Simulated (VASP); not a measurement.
# HC13 in VASP: notebook, part 2 of 2

VASP 6.6.1. Earlier steps stand in the parts before.

### 3 Single point, PBEsol, collinear spin

Contents of INCAR:

```
SYSTEM = HC13
  ALGO = Normal
  DIPOL = 0.5 0.5 0.466
  EDIFF = 1E-6
  ENCUT = 520
  GGA = PS
  IDIPOL = 3
  ISIF = 2
  ISMEAR = 0
  ISPIN = 2
  LASPH = .True.
  LCHARG = .False.
  LDIPOL = .True.
  LORBIT = 11
  LREAL = .False.
  LWAVE = .False.
  MAGMOM = 0 0 0 0 0 0 0 0 0 0 0 0 1 0
  NBANDS = 44
  NELM = 150
  PREC = Accurate
  SIGMA = 0.05
```

Contents of KPOINTS:

```
k-points
0
Gamma
  11 8 1
  0 0 0
```

Contents of POSCAR:

```
HC13
1.0
    2.5129226041      0.0000000000      0.0000000000
    0.0000000000      3.5538092279      0.0000000000
    0.0000000000      0.0000000000     26.3823065103
C H
13 1
Direct
    0.5000000000      0.0000000000      0.3221856283
    0.0000000000      0.2500000000      0.3221856283
    0.0000000000      0.5000000000      0.3698107782
    0.5000000000      0.7500000000      0.3698107782
    0.5000000000      0.0000000000      0.4174359281
    0.0000000000      0.2500000000      0.4174359281
    0.0000000000      0.5025704796      0.4652276002
    0.5000000000      0.7481745709      0.4647982289
    0.5000000000     -0.0010963840      0.5110436959
    0.0000000000      0.2505559640      0.5120982192
    0.0000000000      0.4228104337      0.5675399210
    0.5000000000      0.8225217937      0.5633512800
    0.5000000000      0.1959249191      0.5916010039
    0.5000000000      0.1970949443      0.6333084355
```

Potentials or basis: VASP PAW PBE potentials, release 64 (C, H).

Command:

```bash
$ cat potpaw_PBE.64/C/POTCAR potpaw_PBE.64/H/POTCAR > POTCAR
$ mpirun -np 1 vasp_std > vasp.out
```

OUTCAR:

```text
SYSTEM = HC13
   EDIFF = 1E-6
   ENCUT = 520
   GGA = PS
   ISIF = 2
   ISMEAR = 0
   ISPIN = 2
   LASPH = .True.
   LORBIT = 11
   LREAL = .False.
   NELM = 150
   PREC = Accurate

 ion  position               nearest neighbor table
   1  0.500  0.000  0.322-   2 1.54   2 1.54   4 1.54
   2  0.000  0.250  0.322-   1 1.54   1 1.54   3 1.54
   3  0.000  0.500  0.370-   4 1.54   4 1.54   6 1.54   2 1.54
   4  0.500  0.750  0.370-   3 1.54   3 1.54   5 1.54   1 1.54
   5  0.500  0.000  0.417-   8 1.54   6 1.54   6 1.54   4 1.54
   6  0.000  0.250  0.417-   5 1.54   5 1.54   3 1.54   7 1.55
   7  0.000  0.503  0.465-  10 1.53   8 1.53   8 1.53   6 1.55
   8  0.500  0.748  0.465-   9 1.51   7 1.53   7 1.53   5 1.54
   9  0.500  0.999  0.511-   8 1.51  12 1.52  10 1.54  10 1.54
  10  0.000  0.251  0.512-   7 1.53   9 1.54   9 1.54  11 1.59
  11  0.000  0.423  0.568-  10 1.59  13 1.62  13 1.62  12 1.90  12 1.90
  12  0.500  0.823  0.563-   9 1.52  13 1.52  11 1.90  11 1.90
  13  0.500  0.196  0.592-  14 1.10  12 1.52  11 1.62  11 1.62
  14  0.500  0.197  0.633-  13 1.10

  LATTYP: Found a simple orthorhombic cell.
 ALAT       =     2.5129226041
 B/A-ratio  =     1.4142135624
 C/A-ratio  =    10.4986546212

  Lattice vectors:

 A1 = (   2.5129226041,   0.0000000000,   0.0000000000)
 A2 = (   0.0000000000,   3.5538092279,   0.0000000000)
 A3 = (   0.0000000000,   0.0000000000,  26.3823065103)

Analysis of symmetry for initial positions (statically):
=====================================================================
 Subroutine PRICEL returns:
 Original cell was already a primitive cell.

 Routine SETGRP: Setting up the symmetry group for a
[... 2204 lines left out ...]
  --------------------------------------------------------------------------------------
  -------------------------------------------------------------------------------------
  Total       -5.9796665     -4.1810506     -2.4438473      0.0000000      0.0940592      0.0000000
  in kB      -40.6632008    -28.4321708    -16.6187617      0.0000000      0.6396259      0.0000000
  external PRESSURE =     -28.5713778 kB  Pullay stress =       0.0000000 kB

 VOLUME and BASIS-vectors are now :
 -----------------------------------------------------------------------------
  energy-cutoff  :      520.00
  volume of cell :      235.61
      direct lattice vectors                 reciprocal lattice vectors
     2.512922604  0.000000000  0.000000000     0.397943016  0.000000000  0.000000000
     0.000000000  3.553809228  0.000000000     0.000000000  0.281388205  0.000000000
     0.000000000  0.000000000 26.382306510     0.000000000  0.000000000  0.037904192

 POSITION                                       TOTAL-FORCE (eV/Angst)
 -----------------------------------------------------------------------------------
      1.25646      0.00000      8.50000         0.000000      4.345718      1.128364
      0.00000      0.88845      8.50000         0.000000     -4.349465      1.136382
      0.00000      1.77690      9.75646         0.000000      1.130718     -1.114209
      1.25646      2.66536      9.75646         0.000000     -1.103090     -1.167083
      1.25646      0.00000     11.01292         0.000000      0.376977     -0.153806
      0.00000      0.88845     11.01292         0.000000     -0.400334      0.103243
      0.00000      1.78604     12.27378         0.000000      0.014504      0.002395
      1.25646      2.65887     12.26245         0.000000     -0.012037     -0.010076
      1.25646      3.54991     13.48251         0.000000     -0.046601     -0.055023
      0.00000      0.89043     13.51033         0.000000     -0.000490      0.009080
      0.00000      1.50259     14.97301         0.000000      0.017681      0.026182
      1.25646      2.92309     14.86251         0.000000     -0.034847     -0.001180
      1.25646      0.69628     15.60780         0.000000      0.047272      0.048007
      1.25646      0.70044     16.70814         0.000000      0.013996      0.047725
 -----------------------------------------------------------------------------------
    total drift:                                0.000000     -0.000033      0.000129

  FREE ENERGIE OF THE ION-ELECTRON SYSTEM (eV)
  ---------------------------------------------------
  free  energy   TOTEN  =      -120.2338028554 eV

  energy  without entropy=     -120.2311411329  energy(sigma->0) =     -120.23247199

 vacuum level on the upper side and lower side of the slab         2.919         6.389

 total charge

# of ion       s       p       d       tot
------------------------------------------
    1        0.831   1.581   0.000   2.412
    2        0.831   1.581   0.000   2.412
    3        0.829   1.719   0.000   2.547
    4        0.829   1.719   0.000   2.547
    5        0.829   1.750   0.000   2.578
    6        0.828   1.745   0.000   2.572
    7        0.827   1.757   0.000   2.584
    8        0.831   1.769   0.000   2.600
    9        0.836   1.765   0.000   2.602
   10        0.830   1.723   0.000   2.553
   11        0.806   1.531   0.000   2.338
   12        0.882   1.497   0.000   2.379
   13        0.855   1.656   0.000   2.510
   14        0.637   0.044   0.000   0.680
--------------------------------------------------
tot         11.480  21.836   0.000  33.316

 magnetization (x)

# of ion       s       p       d       tot
------------------------------------------
    1        0.000   0.000   0.000   0.000
    2        0.000   0.000   0.000   0.000
    3        0.000   0.000   0.000   0.000
    4        0.000   0.000   0.000   0.000
    5        0.000  -0.000   0.000  -0.000
    6       -0.000  -0.000   0.000  -0.000
    7        0.000  -0.000   0.000   0.000
    8        0.000  -0.000   0.000  -0.000
    9        0.000   0.000   0.000   0.000
   10        0.000   0.000   0.000   0.000
   11       -0.000  -0.000   0.000  -0.000
   12       -0.000  -0.000   0.000  -0.000
   13       -0.000   0.000   0.000   0.000
   14       -0.000   0.000   0.000  -0.000
--------------------------------------------------
tot          0.000   0.000   0.000   0.000
```

stdout:

```text
POSCAR found type information on POSCAR C H
 POSCAR found :  2 types and      14 ions
 scaLAPACK will be used
 -----------------------------------------------------------------------------
|                                                                             |
|                                                                             |
|     You enforced a specific xc type in the INCAR file but a different       |
|     I HOPE YOU KNOW WHAT YOU ARE DOING!                                     |
|                                                                             |
 -----------------------------------------------------------------------------

 LDA part: xc-table for (Slater+PW92), standard interpolation
 POSCAR, INCAR and KPOINTS ok, starting setup
 FFT: planning ... GRIDC
 FFT: planning ... GRID_SOFT
 FFT: planning ... GRID
 WAVECAR not read
 entering main loop
```

Wall time 23 min (1 thread of Intel Xeon Platinum 8488C (Sapphire Rapids), shared host); peak memory 0.68 GiB.

What came out:

* Free energy: -120.2338 eV
* Largest force: 4.495 eV/Å
* Net moment: 0.00 μB per cell
* Valence electrons inside the program's atomic spheres: C 2.41, 2.55, 2.58, 2.57, 2.60, 2.34, 2.38, 2.51; H 0.68

Forces in eV/Å, atoms in the order of the input:
```
C    0.000  4.346  1.128
C    0.000 -4.349  1.136
C    0.000  1.131 -1.114
C    0.000 -1.103 -1.167
C    0.000  0.377 -0.154
C    0.000 -0.400  0.103
C    0.000  0.015  0.002
C    0.000 -0.012 -0.010
C    0.000 -0.047 -0.055
C    0.000  0.000  0.009
C    0.000  0.018  0.026
C    0.000 -0.035 -0.001
C    0.000  0.047  0.048
H    0.000  0.014  0.048
```

Caveat: the PAW data sets were made with another functional, which shifts forces and pressure a little.

### 4 Single point, PBEsol, collinear spin

Contents of INCAR:

```
PREC = Accurate
ENCUT = 520
EDIFF = 1E-6
ISMEAR = 0
SIGMA = 0.05
LREAL = False
LASPH = True
NELM = 150
ALGO = Normal
ISIF = 2
LWAVE = False
LCHARG = False
ISPIN = 2
MAGMOM = 0 0 0 0 0 0 0 0 0 0 0 0 1 0
LORBIT = 11
LDIPOL = True
IDIPOL = 3
DIPOL = 0.5 0.5 0.467
GGA = PS
NBANDS = 44
```

Contents of KPOINTS:

```
Automatic mesh
0
Gamma
  11 8 1
```

Contents of POSCAR:

```
HC13
1.0
    2.5129226041      0.0000000000      0.0000000000
    0.0000000000      3.5538092279      0.0000000000
    0.0000000000      0.0000000000     26.3823065103
C H
13 1
Direct
    0.5000000000      0.0000000000      0.3221856283
    0.0000000000      0.2500000000      0.3221856283
    0.0000000000      0.5000000000      0.3698107782
    0.5000000000      0.7500000000      0.3698107782
    0.5000000000      0.0000000000      0.4174359281
    0.0000000000      0.2500000000      0.4174359281
    0.0000000000      0.5008672796      0.4651443537
    0.5000000000      0.7493180634      0.4648483201
    0.5000000000      0.0058896810      0.5123296250
    0.0000000000      0.2426393055      0.5127941462
    0.0000000000      0.4888534054      0.5583353555
    0.5000000000      0.7424083597      0.5552336524
    0.5000000000      0.5290643160      0.6021699599
    0.5000000000      0.6317391090      0.6416445212
```

Command:

```bash
$ cat potpaw_PBE.64/C/POTCAR potpaw_PBE.64/H/POTCAR > POTCAR
$ mpirun -np 1 vasp_std > vasp.out
```

Wall time 56 min (1 thread of Intel Xeon Platinum 8175M at 2.50GHz (Skylake/Cascade Lake), shared host); peak memory 0.68 GiB.

It converged, with:

```
Free energy                                           : -118.7917 eV
Largest force                                         : 4.463 eV/Å
Net moment                                            : 0.00 μB per cell
Valence electrons inside the program's atomic spheres : C 2.41, 2.55, 2.58, 2.57, 2.62, 2.61, 2.48, 2.44; H 0.66
```

Forces on the atoms (eV/Å):
```
C    0.000  4.312  1.151
C    0.000 -4.310  1.144
C    0.000  1.100 -1.149
C    0.000 -1.101 -1.203
C    0.000  0.372 -0.078
C    0.000 -0.370  0.071
C    0.000  0.001 -0.003
C    0.000 -0.014 -0.013
C    0.000 -0.005 -0.005
C    0.000 -0.014 -0.004
C    0.000 -0.077  0.043
C    0.000  0.110  0.040
C    0.000  0.013 -0.023
H    0.000 -0.017  0.027
```

Levels at points of the mesh, in eV from the Fermi level:
Spin up:
```tsv
k point	band 23	band 24	band 25	band 26	band 27	band 28	band 29	band 30
(0.00, 0.00, 0.00)	-2.07	-1.94	-0.83	-0.47	1.64	1.77	2.29	3.13
(0.00, 0.50, 0.00)	-3.80	-2.64	-2.28	-0.52	0.08	1.86	2.96	2.99
```
Spin down:
```
           k point  band 22  band 23  band 24  band 25  band 26  band 27  band 28  band 29  band 30  band 31
(0.00, 0.00, 0.00)    -2.95    -2.07    -1.94    -0.83    -0.47     1.64     1.77     2.29     3.12     3.40
(0.00, 0.50, 0.00)    -3.81    -3.80    -2.64    -2.28    -0.52     0.08     1.86     2.96     2.99     4.09
```

Caveat: the PAW data sets were made with another functional, which shifts forces and pressure a little.
